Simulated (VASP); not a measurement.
# Hf (P6_3/mmc) in VASP: a series of runs, part 2 of 2

VASP 6.6.1. Earlier steps stand in the parts before.

**4. Relaxation of cell and atoms, PBE**

This run uses another cell than the first one, of 23.82 Å³/atom, 1.054 times its volume.

File INCAR:

```
PREC = Accurate
ENCUT = 600
EDIFF = 1E-7
ISMEAR = 0
SIGMA = 0.1
LREAL = False
LASPH = True
NELM = 100
ALGO = Fast
ISIF = 3
LWAVE = False
LCHARG = False
GGA = PE
IBRION = 2
NSW = 90
EDIFFG = -0.04
```

File KPOINTS:

```
Automatic mesh
0
Gamma
  6 6 2
```

File POSCAR:

```
Hf
1.0
    3.2432256534      0.0000000000      0.0000000000
   -1.6216128267      2.8087158061      0.0000000000
    0.0000000000      0.0000000000     10.4600428570
Hf
4
Direct
    0.0000000000      0.0000000000      0.0000000000
    0.0000000000      0.0000000000      0.5000000000
    0.3333333333      0.6666666667      0.7500000000
    0.6666666667      0.3333333333      0.2500000000
```

Potentials or basis: VASP PAW PBE potentials, release 64 (Hf_pv).

Run with:

```bash
cat potpaw_PBE.64/Hf_pv/POTCAR > POTCAR
mpirun -np 1 vasp_std > vasp.out
```

OUTCAR:

```text
PREC = Accurate
   ENCUT = 600
   EDIFF = 1E-7
   ISMEAR = 0
   LREAL = False
   LASPH = True
   NELM = 100
   ISIF = 3
   GGA = PE
   IBRION = 2
   NSW = 90
   EDIFFG = -0.04

 ion  position               nearest neighbor table
   1  0.000  0.000  0.000-   3 3.22   4 3.22   4 3.22   3 3.22   4 3.22   3 3.22
   2  0.000  0.000  0.500-   3 3.22   4 3.22   4 3.22   3 3.22   4 3.22   3 3.22
   3  0.333  0.667  0.750-   1 3.22   2 3.22   1 3.22   2 3.22   1 3.22   2 3.22
   4  0.667  0.333  0.250-   1 3.22   2 3.22   1 3.22   2 3.22   1 3.22   2 3.22

  LATTYP: Found a hexagonal cell.
 ALAT       =     3.2432256534
 C/A-ratio  =     3.2251973729

  Lattice vectors:

 A1 = (   3.2432256534,   0.0000000000,   0.0000000000)
 A2 = (  -1.6216128267,   2.8087158061,   0.0000000000)
 A3 = (   0.0000000000,   0.0000000000,  10.4600428570)

Analysis of symmetry for initial positions (statically):
=====================================================================
 Subroutine PRICEL returns:
 Original cell was already a primitive cell.

 Routine SETGRP: Setting up the symmetry group for a
 hexagonal supercell.

 Subroutine GETGRP returns: Found 24 space group operations
 (whereof 12 operations were pure point group operations)
 out of a pool of 24 trial point group operations.

The static configuration has the point symmetry D_3d.
 The point group associated with its full space group is D_6h.

Analysis of symmetry for dynamics (positions and initial velocities):
=====================================================================
 Subroutine PRICEL returns:
 Original cell was already a primitive cell.

 Routine SETGRP: Setting up the symmetry group for a
 hexagonal supercell.

 Subroutine GETGRP returns: Found 24 space group operations
 (whereof 12 operations were pure point group operations)
 out of a pool of 24 trial point group operations.

The dynamic configuration has the point symmetry D_3d.
 The point group associated with its full space group is D_6h.

 Subroutine INISYM returns: Found 24 space group operations
 (whereof 12 operations are pure point group operations),
 and found     1 'primitive' translations

----------------------------------------------------------------------------------------

                                     Primitive cell

  volume of cell :      95.2837

  direct lattice vectors                    reciprocal lattice vectors
     3.243225653  0.000000000  0.000000000     0.308335006  0.178017298  0.000000000
    -1.621612827  2.808715806  0.000000000     0.000000000  0.356034597  0.000000000
     0.000000000  0.000000000 10.460042857     0.000000000  0.000000000  0.095601903

  length of vectors
     3.243225653  3.243225653 10.460042857     0.356034597  0.356034597  0.095601903

  position of ions in fractional coordinates (direct lattice)
     0.000000000  0.000000000  0.000000000
     0.000000000  0.000000000  0.500000000
     0.333333333  0.666666667  0.750000000
     0.666666667  0.333333333  0.250000000

  ion indices of the primitive-cell ions
   primitive index   ion index
                 1           1
                 2           2
                 3           3
                 4           4

----------------------------------------------------------------------------------------

 KPOINTS: Automatic mesh

Automatic generation of k-mesh.
 Grid dimensions read from file:
 generate k-points for:    6    6    2

 Generating k-lattice:

  Cartesian coordinates                     Fractional coordinates (reciprocal lattice)
     0.051389168  0.029669550  0.000000000     0.166666667  0.000000000  0.000000000
     0.000000000  0.059339099  0.000000000     0.000000000  0.166666667  0.000000000
     0.000000000  0.000000000  0.047800951     0.000000000  0.000000000  0.500000000

  Length of vectors
     0.059339099  0.059339099  0.047800951

  Shift w.r.t. Gamma in fractional coordinates (k-lattice)
     0.000000000  0.000000000  0.000000000

 Subroutine IBZKPT returns following result:
 ===========================================

 Found     14 irreducible k-points:

 Following reciprocal coordinates:
            Coordinates               Weight
  0.000000  0.000000  0.000000      1.000000
  0.166667 -0.000000  0.000000      6.000000
  0.333333 -0.000000  0.000000      6.000000
  0.500000 -0.000000  0.000000      3.000000
  0.166667  0.166667  0.000000      6.000000
  0.333333  0.166667  0.000000     12.000000
  0.333333  0.333333  0.000000      2.000000
  0.000000  0.000000  0.500000      1.000000
  0.166667 -0.000000  0.500000      6.000000
  0.333333 -0.000000  0.500000      6.000000
  0.500000 -0.000000  0.500000      3.000000
  0.166667  0.166667  0.500000      6.000000
  0.333333  0.166667  0.500000     12.000000
  0.333333  0.333333  0.500000      2.000000
   k-points           NKPTS =     14   k-points in BZ     NKDIM =     14   number of bands    NBANDS=     24
   number of dos      NEDOS =    301   number of ions     NIONS =      4
   total plane-waves  NPLWV =  65856
   dimension x,y,z NGX =    28 NGY =   28 NGZ =   84
   dimension x,y,z NGXF=    56 NGYF=   56 NGZF=  168
   ions per type =               4
   NGX,Y,Z   is equivalent  to a cutoff of  14.35, 14.35, 13.35 a.u.
   NGXF,Y,Z  is equivalent  to a cutoff of  28.71, 28.71, 26.70 a.u.
 SYSTEM =  unknown system
   PREC   = accura    normal or accurate (medium, high low for compatibility)
   ISTART =      0    job   : 0-new  1-cont  2-samecut
   ICHARG =      2    charge: 1-file 2-atom 10-const
   ISPIN  =      1    spin polarized calculation?
   LNONCOLLINEAR =      F non collinear calculations
   LSORBIT =      F    spin-orbit coupling
   LASPH  =      T    aspherical Exc in radial PAW
   ENCUT  =  600.0 eV  44.10 Ry    6.64 a.u.   6.48  6.48 20.89*2*pi/ulx,y,z
   NELM   =    100;   NELMIN=  2; NELMDL= -5     # of ELM steps
   EDIFF  = 0.1E-06   stopping-criterion for ELM
   LREAL  =      F    real-space projection
   EDIFFG = -.4E-01   stopping-criterion for IOM
   NSW    =     90    number of steps for IOM
   IBRION =      2    ionic relax: 0-MD 1-quasi-New 2-CG
   NFREE  =      1    steps in history (QN), initial steepest desc. (CG)
   ISIF   =      3    stress and relaxation
   ISYM   =      2    0-nonsym 1-usesym 2-fastsym
   POTIM  = 0.5000    time-step for ionic-motion
   TEBEG  =    0.0;   TEEND  =   0.0 temperature during run
   PSTRESS=    0.0 pullay stress
   NELECT =      40.0000    total number of electrons
   NUPDOWN=      -1.0000    fix difference up-down
   EMIN   =  10.00;   EMAX   =-10.00  energy-range for DOS
   EFERMI =   0.00;   METHOD = LEGACY
   ISMEAR =     0;   SIGMA  =   0.10  broadening in eV -4-tet -1-fermi 0-gaus
   EFERMI_NEDOS =   21; number of points for ismear=-14 and -15
   IALGO  =     68    algorithm
   IMIX   =      4    mixing-type and parameters
     AMIX     =   0.40;   BMIX     =  1.00
     AMIX_MAG =   1.60;   BMIX_MAG =  1.00
  volume/ion in A,a.u.               =      23.82       160.75
  Fermi-wavevector in a.u.,A,eV,Ry     =   1.225807  2.316439 20.444145  1.502602
  Thomas-Fermi vector in A             =   2.360831
   LORBIT       =      0    0 simple, 1 ext, 2 COOP (PROOUT), +10 PAW based schemes
   GGA     = PE    functional components
   LHFCALC =     F    Hartree Fock is set to
   AEXX    =    0.0000 exact exchange contribution
   IVDW    =     0    specifies the selected vdW correction
   LEPSILON=     F    determine dielectric tensor
   LRPA    =     F    only Hartree local field effects (RPA)
 conjugate gradient relaxation of ions
 non-spin polarized calculation
 RMM-DIIS sequential band-by-band and
 Gauss-broadening in eV      SIGMA  =   0.10
  energy-cutoff  :      600.00
  volume of cell :       95.28
 maximum number of plane-waves:      3222
 NGX is ok and might be reduce to    28
   NGX = 13   NGY = 13   NGZ = 41

--------------------------------------- Ionic step        1  -------------------------------------------

 number of electron      39.9999998 magnetization

 Free energy of the ion-electron system (eV)
  ---------------------------------------------------
  ext. energy  EPLUGINS =         0.00000000
  ---------------------------------------------------
  free energy    TOTEN  =       -39.44183755 eV

  energy without entropy =      -39.41829749  energy(sigma->0) =      -39.43006752

------------------------ aborting loop because EDIFF is reached ----------------------------------------

  FORCE on cell =-STRESS in cart. coord.  units (eV):
  Direction    XX          YY          ZZ          XY          YZ          ZX
  --------------------------------------------------------------------------------------
  -------------------------------------------------------------------------------------
  Total       -3.2273319     -3.2273319     -3.4199300     -0.0000000      0.0000000      0.0000000
  in kB      -54.2669965    -54.2669965    -57.5054981     -0.0000000      0.0000000      0.0000000
  external PRESSURE =     -55.3464971 kB  Pullay stress =       0.0000000 kB
[... 61 lines left out ...]
  energy  without entropy=      -39.3973833542  energy(sigma->0) =      -39.40363302

--------------------------------------- Ionic step        3  -------------------------------------------

 number of electron      40.0000003 magnetization

 Free energy of the ion-electron system (eV)
  ---------------------------------------------------
  ext. energy  EPLUGINS =         0.00000000
  ---------------------------------------------------
  free energy    TOTEN  =       -39.53772300 eV

  energy without entropy =      -39.52240153  energy(sigma->0) =      -39.53006226

 E-fermi :   4.7568     XC(G=0): -11.2574

 val. band max:        4.7009815645   @ k =   0.1667  -0.0000   0.0000
 cond. band min:       4.8122989783   @ k =   0.5000  -0.0000   0.0000
 fundamental gap:      0.1113174138
 Fermi energy:         4.7568463981

 k-point     1 :       0.0000    0.0000    0.0000
  band No.  band energies     occupation
      1     -26.1589      2.00000
      2     -25.7671      2.00000
      3     -25.7604      2.00000
      4     -25.4680      2.00000
      5     -25.4680      2.00000
      6     -25.4269      2.00000
[... 398 lines left out ...]
  FREE ENERGIE OF THE ION-ELECTRON SYSTEM (eV)
  ---------------------------------------------------
  free  energy   TOTEN  =       -39.5377229983 eV

  energy  without entropy=      -39.5224015271  energy(sigma->0) =      -39.53006226

 reached required accuracy - stopping structural energy minimisation
```

Wall time 4.1 min (1 thread of AMD EPYC 7R43 (Zen 3), shared host); peak memory 0.22 GiB.

What came out:

| Quantity | Value |
| --- | --- |
| Free energy | -39.5377 eV |
| Relaxed volume | 22.51 Å³/atom |
| Relaxed cell | a = 3.184 Å, b = 3.184 Å, c = 10.257 Å, α = 90.00°, β = 90.00°, γ = 120.00° |
| Space group after relaxing (to 0.05 Å) | P6_3/mmc (No. 194) |
| Energy gained by relaxing | 24.0 meV/atom |
| Ionic steps | 3 |
| Pressure after relaxing | -0.1 GPa |
| Band gap on the k mesh | zero (band 20 reaches 5.85 eV, above the bottom of band 21 at 4.55 eV) |

The path:
```tsv
step	energy change (eV)	largest force (eV/Å)	pressure (GPa)	volume (Å³)
1	0.0000	0.0000	-5.53	95.28
2	0.0320	0.0000	7.67	84.38
3	-0.0959	0.0000	-0.08	90.04
```

Final structure:
```
CELL_PARAMETERS angstrom
3.18382 0.00000 0.00000
-1.59191 2.75727 0.00000
0.00000 0.00000 10.25700
ATOMIC_POSITIONS crystal
Hf 0.00000 0.00000 0.00000
Hf 0.00000 0.00000 0.50000
Hf 0.33333 0.66667 0.75000
Hf 0.66667 0.33333 0.25000
```

Levels at points of the mesh, in eV from the Fermi level:
| k point | band 16 | band 17 | band 18 | band 19 | band 20 | band 21 | band 22 | band 23 | band 24 |
| --- | --- | --- | --- | --- | --- | --- | --- | --- | --- |
| (0.00, 0.00, 0.00) | -3.63 | 0.13 | 0.18 | 0.60 | 1.09 | 1.09 | 1.20 | 1.21 | 1.45 |
| (0.50, 0.00, 0.00) | -2.55 | -1.57 | -1.52 | -1.19 | -0.12 | 0.06 | 1.03 | 1.27 | 1.55 |
| (0.00, 0.00, 0.50) | -4.02 | 0.11 | 0.11 | 0.96 | 0.96 | 1.27 | 1.27 | 1.27 | 1.35 |
| (0.50, 0.00, 0.50) | -2.94 | -1.83 | -1.83 | -0.24 | -0.24 | 0.83 | 0.83 | 1.51 | 1.51 |

Caveat: the k points lie up to 0.38 Å⁻¹ apart in the final cell; spin-orbit coupling is left out, which moves the levels of the heavy elements.

**5. Single point, PBE**

This run uses another cell than the first one, of 22.68 Å³/atom, 1.004 times its volume.

File INCAR:

```
PREC     = Accurate       # precision mode
ENCUT    = 520            # plane-wave cutoff, eV
EDIFF    = 1E-6           # SCF threshold, eV
ISMEAR   = 0              # smearing method
SIGMA    = 0.1            # smearing width, eV
LREAL    = F              # projectors in reciprocal space
LASPH    = T              # aspherical terms in the spheres
NELM     = 60             # most SCF steps
ALGO     = Fast           # electronic algorithm
ISIF     = 2              # what is computed and relaxed
LWAVE    = F              # write WAVECAR
LCHARG   = F              # write CHGCAR
GGA      = PE             # functional
NBANDS   = 28             # bands
```

File KPOINTS:

```
regular mesh
0
Gamma
  18 18 6
```

File POSCAR:

```
Hf
1.0
    3.2025607363      0.0000000000      0.0000000000
   -1.6012803682      2.7734989548      0.0000000000
    0.0000000000      0.0000000000     10.2119059810
Hf
4
Direct
    0.0000000000      0.0000000000      0.0000000000
    0.0000000000      0.0000000000      0.5000000000
    0.3333333333      0.6666666667      0.7500000000
    0.6666666667      0.3333333333      0.2500000000
```

Run with:

```bash
cat potpaw_PBE.64/Hf_pv/POTCAR > POTCAR
mpirun -np 1 vasp_std > vasp.out
```

Wall time 4.2 min (1 thread of Intel Xeon Platinum 8375C at 2.90GHz (Ice Lake), shared host); peak memory 0.4 GiB.

It converged, with:

* Free energy: -39.5067 eV
* Pressure: -0.4 GPa
* Band gap on the k mesh: zero (band 20 reaches 5.85 eV, above the bottom of band 21 at 4.17 eV)

Stress tensor (GPa, compression positive):
```
-0.41  0.00  0.00
 0.00 -0.41  0.00
 0.00  0.00 -0.50
```

Levels at points of the mesh, in eV from the Fermi level:
```csv
k point,band 18,band 19,band 20,band 21,band 22,band 23
"(0.00, 0.00, 0.00)",0.21,0.65,1.04,1.04,1.15,1.15
"(0.50, 0.00, 0.00)",-1.48,-1.18,-0.15,0.07,0.95,1.22
"(0.00, 0.00, 0.50)",0.13,1.02,1.02,1.23,1.23,1.23
"(0.50, 0.00, 0.50)",-1.81,-0.27,-0.27,0.85,0.85,1.42
```

Caveat: spin-orbit coupling is left out, which moves the levels of the heavy elements.

**6. Overview**

| task | cell | k mesh | cutoff (eV) | gap on the mesh (eV) | pressure (GPa) |
| --- | --- | --- | --- | --- | --- |
| single point | a = 3.188, b = 3.188, c = 10.268 Å, angles 90.0, 90.0, 120.0°, 4 atoms | 6 × 6 × 2 | 520 | none | -0.5 |
| single point | a = 3.243, b = 3.243, c = 10.460 Å, angles 90.0, 90.0, 120.0°, 4 atoms | 6 × 6 × 2 | 520 | none | -5.5 |
| relaxation of cell and atoms | relaxed from a = 3.243, b = 3.243, c = 10.460 Å, angles 90.0, 90.0, 120.0°, 4 atoms | 6 × 6 × 2 | 600 | none | -0.1 |
| single point | a = 3.203, b = 3.203, c = 10.212 Å, angles 90.0, 90.0, 120.0°, 4 atoms | 18 × 18 × 6 | 520 | none | -0.4 |

Alike in all rows: level PBE; potentials or basis VASP PAW PBE potentials, release 64 (Hf_pv); no spin polarisation; smearing gaussian 0.1 eV.

Caveats: some runs use coarse meshes; spin-orbit coupling is left out, which moves the levels of the heavy elements.

Absolute energies hang on the potentials; compare differences alone.
